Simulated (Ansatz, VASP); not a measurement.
Two plane-wave programs on BaSi3

INCAR

```
SYSTEM = BaSi3
  PREC = Accurate
  ENCUT = 520
  EDIFF = 1E-6
  ISMEAR = 0
  SIGMA = 0.05
  LREAL = .False.
  LASPH = .True.
  NELM = 100
  ALGO = Normal
  ISIF = 2
  LWAVE = .False.
  LCHARG = .False.
  GGA = PS
  NBANDS = 19
```

File KPOINTS:

```
regular mesh
0
Gamma
  8 8 8
  0 0 0
```

POSCAR

```
BaSi3
1.0
    4.4723910166      0.0000000000      0.0000000000
    0.0000000000      4.4723910166      0.0000000000
    0.0000000000      0.0000000000      4.4723910166
Ba Si
1 3
Direct
    0.0000000000      0.0000000000      0.0000000000
    0.0000000000      0.5000000000      0.5000000000
    0.5000000000      0.5000000000      0.0000000000
    0.5000000000      0.0000000000      0.5000000000
```

Input for Ansatz:

```yaml
crystal:
  lattice:
    - [4.4723910166, 0.0, 0.0]
    - [0.0, 4.4723910166, 0.0]
    - [0.0, 0.0, 4.4723910166]
  atoms:
    - { symbol: Ba, position: [0.0, 0.0, 0.0] }
    - { symbol: Si, position: [0.0, 0.5, 0.5] }
    - { symbol: Si, position: [0.5, 0.5, 0.0] }
    - { symbol: Si, position: [0.5, 0.0, 0.5] }
basis:
  ecutwfc: 420
  ecutrho_ratio: 4
kpoints:
  mp_grid: { grid: [8, 8, 8] }
hamiltonian:
  xc: pbesol
scf:
  occupations: { method: gaussian, width: 0.05 }
output:
  forces: true
  stress: true
  eigenvalues: true
  write_density: true
  write_potential: true
  elf: true
  volumetric_format: npy
```

Alike in both runs: task single point; functional PBEsol; k mesh 8 × 8 × 8; occupations gaussian, width 0.05 eV; no spin polarisation.

|  | VASP | Ansatz |
| --- | --- | --- |
| version | VASP 6.6.1 | Ansatz 0.2.0 |
| potentials or method | VASP PAW PBE potentials, release 64 (Ba_sv, Si), cutoff 520 eV | scalar-relativistic, plane waves, PAW |
| valence electrons in the cell | 22 | 22 |

|  | VASP | Ansatz | Ansatz less VASP |
| --- | --- | --- | --- |
| gap on the k mesh at the Fermi level (eV) | none | none | - |
| pressure (GPa) | -1.2 | -2.1 | -0.89 |

VASP's potentials were made for PBE, not for PBEsol. A gap of «none» marks a metal or a gap that the smearing closes.

Spin-orbit coupling is off throughout.
